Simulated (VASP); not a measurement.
# Cd5HgTe6 (P4/mmm) in VASP: single point with PBE

Aim: the single point of Cd5HgTe6 with PBE.

All numbers are computed with VASP 6.6.1; they aren't measurements. Logs are shortened: lines on timing, memory, paths and dates and some standing lists are left out, and cuts for length are marked.

## 1. The cell of the first run

The structure is tetragonal, space group P4/mmm (No. 123). Conventional cell: a = 4.372 Å, b = 4.372 Å, c = 18.547 Å, α = 90.00°, β = 90.00°, γ = 90.00°. Within 4.1 Å of Cd (site symmetry 4mm) lie 6 Te at 3.09 Å. Within 4.1 Å of Cd (site symmetry 4mm) lie 6 Te at 3.09 Å. Within 4.1 Å of Cd (site symmetry 4/mmm) lie 6 Te at 3.09 Å. Within 4.1 Å of Hg (site symmetry 4/mmm) lie 6 Te at 3.09 Å. Te (site symmetry 4mm) has 5 Cd at 3.09 Å and 1 Hg at 3.09 Å within 4.1 Å. Within 4.1 Å of Te (site symmetry 4/mmm) lie 4 Hg at 3.09 Å and 2 Cd at 3.09 Å. Within 4.1 Å of Te (site symmetry 4mm) lie 6 Cd at 3.09 Å. Within 4.1 Å of Te (site symmetry 4/mmm) lie 6 Cd at 3.09 Å.

## 2. Single point, PBE

Contents of INCAR:

```
SYSTEM = Cd5HgTe6
PREC = Accurate ; ENCUT = 520
EDIFF = 1E-7 ; ISMEAR = 0
SIGMA = 0.1 ; LREAL = .False.
LASPH = .True. ; NELM = 100
ALGO = Normal ; ISIF = 2
LWAVE = .False. ; LCHARG = .True.
GGA = PE ; LELF = .True.
LVHAR = .True. ; NBANDS = 66
```

Contents of KPOINTS:

```
regular mesh
0
Gamma
  4 4 1
  0 0 0
```

Contents of POSCAR:

```
Cd5HgTe6
1.0
    4.3715230000      0.0000000000      0.0000000000
    0.0000000000      4.3715230000      0.0000000000
    0.0000000000      0.0000000000     18.5468013300
Cd Hg Te
5 1 6
Direct
    0.0000000000      0.0000000000      0.6666666700
    0.5000000000      0.5000000000      0.8333333300
    0.5000000000      0.5000000000      0.1666666700
    0.0000000000      0.0000000000      0.3333333300
    0.5000000000      0.5000000000      0.5000000000
    0.0000000000      0.0000000000      0.0000000000
    0.0000000000      0.0000000000      0.8333333300
    0.5000000000      0.5000000000      0.0000000000
    0.0000000000      0.0000000000      0.1666666700
    0.5000000000      0.5000000000      0.3333333300
    0.0000000000      0.0000000000      0.5000000000
    0.5000000000      0.5000000000      0.6666666700
```

Potentials or basis: VASP PAW PBE potentials, release 64 (Cd, Hg, Te).

Launch:

```console
> cat potpaw_PBE.64/Cd/POTCAR potpaw_PBE.64/Hg/POTCAR potpaw_PBE.64/Te/POTCAR > POTCAR
> mpirun -np 1 vasp_std > vasp.out
```

OUTCAR:

```text
SYSTEM = Cd5HgTe6
   PREC = Accurate
   ENCUT = 520
   EDIFF = 1E-7
   ISMEAR = 0
   LREAL = .False.
   LASPH = .True.
   NELM = 100
   ISIF = 2
   GGA = PE

 ion  position               nearest neighbor table
   1  0.000  0.000  0.667-   7 3.09  12 3.09  12 3.09  12 3.09  12 3.09  11 3.09
   2  0.500  0.500  0.833-  12 3.09   7 3.09   7 3.09   7 3.09   7 3.09   8 3.09
   3  0.500  0.500  0.167-  10 3.09   9 3.09   9 3.09   9 3.09   9 3.09   8 3.09
   4  0.000  0.000  0.333-   9 3.09  10 3.09  10 3.09  10 3.09  10 3.09  11 3.09
   5  0.500  0.500  0.500-  11 3.09  11 3.09  11 3.09  11 3.09  12 3.09  10 3.09
   6  0.000  0.000  0.000-   8 3.09   8 3.09   8 3.09   8 3.09   9 3.09   7 3.09
   7  0.000  0.000  0.833-   1 3.09   2 3.09   2 3.09   2 3.09   2 3.09   6 3.09
   8  0.500  0.500  0.000-   6 3.09   6 3.09   6 3.09   6 3.09   2 3.09   3 3.09
   9  0.000  0.000  0.167-   4 3.09   3 3.09   3 3.09   3 3.09   3 3.09   6 3.09
  10  0.500  0.500  0.333-   3 3.09   4 3.09   4 3.09   4 3.09   4 3.09   5 3.09
  11  0.000  0.000  0.500-   5 3.09   5 3.09   5 3.09   5 3.09   1 3.09   4 3.09
  12  0.500  0.500  0.667-   2 3.09   1 3.09   1 3.09   1 3.09   1 3.09   5 3.09

  LATTYP: Found a simple tetragonal cell.
 ALAT       =     4.3715230000
 C/A-ratio  =     4.2426406838

  Lattice vectors:

 A1 = (   4.3715230000,   0.0000000000,   0.0000000000)
 A2 = (   0.0000000000,   4.3715230000,   0.0000000000)
 A3 = (   0.0000000000,   0.0000000000,  18.5468013300)

Analysis of symmetry for initial positions (statically):
=====================================================================
 Subroutine PRICEL returns:
 Original cell was already a primitive cell.

 Routine SETGRP: Setting up the symmetry group for a
 simple tetragonal supercell.

 Subroutine GETGRP returns: Found 16 space group operations
 (whereof 16 operations were pure point group operations)
 out of a pool of 16 trial point group operations.

The static configuration has the point symmetry D_4h.

Analysis of symmetry for dynamics (positions and initial velocities):
=====================================================================
 Subroutine PRICEL returns:
 Original cell was already a primitive cell.

 Routine SETGRP: Setting up the symmetry group for a
 simple tetragonal supercell.

 Subroutine GETGRP returns: Found 16 space group operations
 (whereof 16 operations were pure point group operations)
 out of a pool of 16 trial point group operations.

The dynamic configuration has the point symmetry D_4h.

 Subroutine INISYM returns: Found 16 space group operations
 (whereof 16 operations are pure point group operations),
 and found     1 'primitive' translations

----------------------------------------------------------------------------------------

                                     Primitive cell

  volume of cell :     354.4333

  direct lattice vectors                    reciprocal lattice vectors
     4.371523000  0.000000000  0.000000000     0.228753229  0.000000000  0.000000000
     0.000000000  4.371523000  0.000000000     0.000000000  0.228753229  0.000000000
     0.000000000  0.000000000 18.546801330     0.000000000  0.000000000  0.053917653

  length of vectors
     4.371523000  4.371523000 18.546801330     0.228753229  0.228753229  0.053917653

  position of ions in fractional coordinates (direct lattice)
     0.000000000  0.000000000  0.666666670
     0.500000000  0.500000000  0.833333330
     0.500000000  0.500000000  0.166666670
     0.000000000  0.000000000  0.333333330
     0.500000000  0.500000000  0.500000000
     0.000000000  0.000000000  0.000000000
     0.000000000  0.000000000  0.833333330
     0.500000000  0.500000000  0.000000000
     0.000000000  0.000000000  0.166666670
     0.500000000  0.500000000  0.333333330
     0.000000000  0.000000000  0.500000000
     0.500000000  0.500000000  0.666666670

  ion indices of the primitive-cell ions
   primitive index   ion index
                 1           1
                 2           2
                 3           3
                 4           4
                 5           5
                 6           6
                 7           7
                 8           8
                 9           9
                10          10
                11          11
                12          12

----------------------------------------------------------------------------------------

 KPOINTS: regular mesh

Automatic generation of k-mesh.
 Grid dimensions read from file:
 generate k-points for:    4    4    1

 Generating k-lattice:

  Cartesian coordinates                     Fractional coordinates (reciprocal lattice)
     0.057188307  0.000000000  0.000000000     0.250000000  0.000000000  0.000000000
     0.000000000  0.057188307  0.000000000     0.000000000  0.250000000  0.000000000
     0.000000000  0.000000000  0.053917653     0.000000000  0.000000000  1.000000000

  Length of vectors
     0.057188307  0.057188307  0.053917653

  Shift w.r.t. Gamma in fractional coordinates (k-lattice)
     0.000000000  0.000000000  0.000000000

 Subroutine IBZKPT returns following result:
 ===========================================

 Found      6 irreducible k-points:

 Following reciprocal coordinates:
            Coordinates               Weight
  0.000000  0.000000  0.000000      1.000000
  0.250000  0.000000  0.000000      4.000000
  0.500000  0.000000  0.000000      2.000000
  0.250000  0.250000  0.000000      4.000000
  0.500000  0.250000  0.000000      4.000000
  0.500000  0.500000  0.000000      1.000000
   k-points           NKPTS =      6   k-points in BZ     NKDIM =      6   number of bands    NBANDS=     66
   number of dos      NEDOS =    301   number of ions     NIONS =     12
   total plane-waves  NPLWV = 181440
   dimension x,y,z NGX =    36 NGY =   36 NGZ =  140
   dimension x,y,z NGXF=    72 NGYF=   72 NGZF=  280
   ions per type =               5   1   6
   NGX,Y,Z   is equivalent  to a cutoff of  13.69, 13.69, 12.55 a.u.
   NGXF,Y,Z  is equivalent  to a cutoff of  27.38, 27.38, 25.10 a.u.
 SYSTEM =  Cd5HgTe6
   PREC   = accura    normal or accurate (medium, high low for compatibility)
   ISTART =      0    job   : 0-new  1-cont  2-samecut
   ICHARG =      2    charge: 1-file 2-atom 10-const
   ISPIN  =      1    spin polarized calculation?
   LNONCOLLINEAR =      F non collinear calculations
   LSORBIT =      F    spin-orbit coupling
   LASPH  =      T    aspherical Exc in radial PAW
   ENCUT  =  520.0 eV  38.22 Ry    6.18 a.u.   8.13  8.13 34.48*2*pi/ulx,y,z
   NELM   =    100;   NELMIN=  2; NELMDL= -5     # of ELM steps
   EDIFF  = 0.1E-06   stopping-criterion for ELM
   LREAL  =      F    real-space projection
   EDIFFG = 0.1E-05   stopping-criterion for IOM
   NSW    =      0    number of steps for IOM
   IBRION =     -1    ionic relax: 0-MD 1-quasi-New 2-CG
   NFREE  =      0    steps in history (QN), initial steepest desc. (CG)
   ISIF   =      2    stress and relaxation
   ISYM   =      2    0-nonsym 1-usesym 2-fastsym
   POTIM  = 0.5000    time-step for ionic-motion
   TEBEG  =    0.0;   TEEND  =   0.0 temperature during run
   PSTRESS=    0.0 pullay stress
   NELECT =     108.0000    total number of electrons
   NUPDOWN=      -1.0000    fix difference up-down
   EMIN   =  10.00;   EMAX   =-10.00  energy-range for DOS
   EFERMI =   0.00;   METHOD = LEGACY
   ISMEAR =     0;   SIGMA  =   0.10  broadening in eV -4-tet -1-fermi 0-gaus
   EFERMI_NEDOS =   21; number of points for ismear=-14 and -15
   IALGO  =     38    algorithm
   IMIX   =      4    mixing-type and parameters
     AMIX     =   0.40;   BMIX     =  1.00
     AMIX_MAG =   1.60;   BMIX_MAG =  1.00
  volume/ion in A,a.u.               =      29.54       199.32
  Fermi-wavevector in a.u.,A,eV,Ry     =   1.101635  2.081789 16.512039  1.213601
  Thomas-Fermi vector in A             =   2.238066
   LORBIT       =      0    0 simple, 1 ext, 2 COOP (PROOUT), +10 PAW based schemes
   GGA     = PE    functional components
   LHFCALC =     F    Hartree Fock is set to
   AEXX    =    0.0000 exact exchange contribution
   IVDW    =     0    specifies the selected vdW correction
   LEPSILON=     F    determine dielectric tensor
   LRPA    =     F    only Hartree local field effects (RPA)
 non-spin polarized calculation
 Gauss-broadening in eV      SIGMA  =   0.10
  energy-cutoff  :      520.00
  volume of cell :      354.43
 maximum number of plane-waves:      9632
 NGX is ok and might be reduce to    36
   NGX = 17   NGY = 17   NGZ = 69

 number of electron     107.9999986 magnetization

 Free energy of the ion-electron system (eV)
  ---------------------------------------------------
  ext. energy  EPLUGINS =         0.00000000
  ---------------------------------------------------
  free energy    TOTEN  =       -25.39369695 eV

  energy without entropy =      -25.35485652  energy(sigma->0) =      -25.37427674

 E-fermi :   3.6441     XC(G=0):  -9.5593

 val. band max:        3.5942216042   @ k =   0.5000   0.0000   0.0000
 cond. band min:       3.7158191206   @ k =   0.0000   0.0000   0.0000
 fundamental gap:      0.1215975164
 Fermi energy:         3.6440975984

 k-point     1 :       0.0000    0.0000    0.0000
  band No.  band energies     occupation
      1      -7.8584      2.00000
      2      -7.5428      2.00000
      3      -7.4600      2.00000
      4      -7.1304      2.00000
      5      -7.0570      2.00000
      6      -6.9537      2.00000
[... 58 lines left out ...]
     65       8.4953      0.00000
     66       9.4020      0.00000

 k-point     2 :       0.2500    0.0000    0.0000
  band No.  band energies     occupation
      1      -7.5625      2.00000
      2      -7.2698      2.00000
      3      -7.1925      2.00000
      4      -6.9525      2.00000
      5      -6.8775      2.00000
      6      -6.8264      2.00000
[... 334 lines left out ...]
     65       9.2328      0.00000
     66       9.2328      0.00000

------------------------ aborting loop because EDIFF is reached ----------------------------------------

  FORCE on cell =-STRESS in cart. coord.  units (eV):
  Direction    XX          YY          ZZ          XY          YZ          ZX
  --------------------------------------------------------------------------------------
  -------------------------------------------------------------------------------------
  Total       -1.7385582     -1.7385582     -1.8607869      0.0000000      0.0000000     -0.0000000
  in kB       -7.8589635     -7.8589635     -8.4114849      0.0000000      0.0000000     -0.0000000
  external PRESSURE =      -8.0431373 kB  Pullay stress =       0.0000000 kB

 VOLUME and BASIS-vectors are now :
 -----------------------------------------------------------------------------
  energy-cutoff  :      520.00
  volume of cell :      354.43
      direct lattice vectors                 reciprocal lattice vectors
     4.371523000  0.000000000  0.000000000     0.228753229  0.000000000  0.000000000
     0.000000000  4.371523000  0.000000000     0.000000000  0.228753229  0.000000000
     0.000000000  0.000000000 18.546801330     0.000000000  0.000000000  0.053917653

 POSITION                                       TOTAL-FORCE (eV/Angst)
 -----------------------------------------------------------------------------------
      0.00000      0.00000     12.36453         0.000000      0.000000     -0.002471
      2.18576      2.18576     15.45567        -0.000000     -0.000000     -0.106580
      2.18576      2.18576      3.09113        -0.000000      0.000000      0.106580
      0.00000      0.00000      6.18227        -0.000000     -0.000000      0.002471
      2.18576      2.18576      9.27340        -0.000000      0.000000      0.000000
      0.00000      0.00000      0.00000        -0.000000      0.000000      0.000000
      0.00000      0.00000     15.45567        -0.000000     -0.000000     -0.100688
      2.18576      2.18576      0.00000        -0.000000      0.000000      0.000000
      0.00000      0.00000      3.09113        -0.000000     -0.000000      0.100688
      2.18576      2.18576      6.18227        -0.000000     -0.000000     -0.046774
      0.00000      0.00000      9.27340        -0.000000      0.000000      0.000000
      2.18576      2.18576     12.36453         0.000000      0.000000      0.046774
 -----------------------------------------------------------------------------------
    total drift:                                0.000000      0.000000      0.000000

  FREE ENERGIE OF THE ION-ELECTRON SYSTEM (eV)
  ---------------------------------------------------
  free  energy   TOTEN  =       -25.3936969512 eV

  energy  without entropy=      -25.3548565204  energy(sigma->0) =      -25.37427674
```

Run time: 7.9 min. Hardware: 1 thread of Intel Xeon 8259CL, shared host; peak memory 0.49 GiB.

What came out:

* Free energy: -25.3937 eV
* Pressure: -0.8 GPa
* Largest force: 0.107 eV/Å
* Band gap on the k mesh: zero (bands 54 and 55 overlap by 1.74 eV)

Forces in eV/Å, atoms in the order of the input:
```
Cd   0.000  0.000 -0.002
Cd   0.000  0.000 -0.107
Cd   0.000  0.000  0.107
Cd   0.000  0.000  0.002
Cd   0.000  0.000  0.000
Hg   0.000  0.000  0.000
Te   0.000  0.000 -0.101
Te   0.000  0.000  0.000
Te   0.000  0.000  0.101
Te   0.000  0.000 -0.047
Te   0.000  0.000  0.000
Te   0.000  0.000  0.047
```

Levels at points of the mesh, in eV from the Fermi level:
| k point | band 51 | band 52 | band 53 | band 54 | band 55 | band 56 | band 57 | band 58 |
| --- | --- | --- | --- | --- | --- | --- | --- | --- |
| (0.00, 0.00, 0.00) | -0.81 | -0.81 | -0.44 | -0.43 | -0.43 | -0.27 | 0.07 | 0.11 |
| (0.50, 0.00, 0.00) | -0.07 | -0.05 | -0.05 | 0.09 | 2.29 | 2.62 | 3.04 | 3.05 |
| (0.50, 0.50, 0.00) | -1.97 | -1.95 | -1.95 | -1.92 | -1.65 | -1.27 | 0.93 | 1.13 |

Caveat: spin-orbit coupling is left out, which moves the levels of the heavy elements.
